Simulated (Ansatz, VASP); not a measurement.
Zn in VASP and in Ansatz

The input POSCAR:

```
Zn
1.0
   -1.5370068493      1.5370068493      1.5370068493
    1.5370068493     -1.5370068493      1.5370068493
    1.5370068493      1.5370068493     -1.5370068493
Zn
1
Direct
    0.0000000000      0.0000000000      0.0000000000
```

File INCAR.step1:

```
ALGO     = Normal         # electronic algorithm
EDIFF    = 1E-5           # SCF threshold, eV
ENCUT    = 520            # plane-wave cutoff, eV
GGA      = PE             # functional
ISIF     = 2              # what is computed and relaxed
ISMEAR   = -1             # smearing method
LASPH    = True           # aspherical terms in the spheres
LCHARG   = False          # write CHGCAR
LREAL    = False          # projectors in reciprocal space
LWAVE    = True           # write WAVECAR
NBANDS   = 12             # bands
NELM     = 60             # most SCF steps
PREC     = Accurate       # precision mode
SIGMA    = 0.05           # smearing width, eV
```

File INCAR.step2:

```
AEXX     = 0.25           # exact-exchange fraction
ALGO     = Normal         # electronic algorithm
EDIFF    = 1E-6           # SCF threshold, eV
ENCUT    = 520            # plane-wave cutoff, eV
GGA      = PE             # functional
ISIF     = 2              # what is computed and relaxed
ISMEAR   = -1             # smearing method
ISTART   = 1            
LASPH    = True           # aspherical terms in the spheres
LCHARG   = False          # write CHGCAR
LHFCALC  = True           # exact exchange
LREAL    = False          # projectors in reciprocal space
LWAVE    = False          # write WAVECAR
NBANDS   = 12             # bands
NELM     = 60             # most SCF steps
PREC     = Accurate       # precision mode
PRECFOCK = Normal       
SIGMA    = 0.05           # smearing width, eV
```

The input KPOINTS:

```
k-points
0
Gamma
  8 8 8
```

Contents of input:

```
crystal:
  lattice:
    - [-1.5370068493, 1.5370068493, 1.5370068493]
    - [1.5370068493, -1.5370068493, 1.5370068493]
    - [1.5370068493, 1.5370068493, -1.5370068493]
  atoms:
    - { symbol: Zn, position: [0.0, 0.0, 0.0] }
hamiltonian:
  xc: pbe0
  pseudopotentials: { kind: paw }
kpoints:
  mp_grid: { grid: [8, 8, 8] }
scf:
  occupations: { method: fermi_dirac, width: 0.05 }
output:
  forces: true
  stress: true
  eigenvalues: true
```

Alike in both runs: task single point; functional PBE0; k mesh 8 × 8 × 8; occupations fermi-dirac, width 0.05 eV; no spin polarisation.

|  | VASP | Ansatz |
| --- | --- | --- |
| version | VASP 6.6.1 | Ansatz 0.2.0 |
| potentials or method | VASP PAW PBE potentials, release 64 (Zn) | Ansatz PAW |
| plane-wave cutoff (eV) | 520 | 420 |
| valence electrons in the cell | 12 | 12 |

```csv
,VASP,Ansatz,Ansatz less VASP
gap on the k mesh at the Fermi level (eV),none,none,-
pressure (GPa),2.3,2.4,+0.03
```

A gap of «none» marks a metal or a gap that the smearing closes. With one functional, cell and mesh, what is left measures potentials, basis and numerics.

The k mesh is coarse, so the values compare programs but aren't converged.
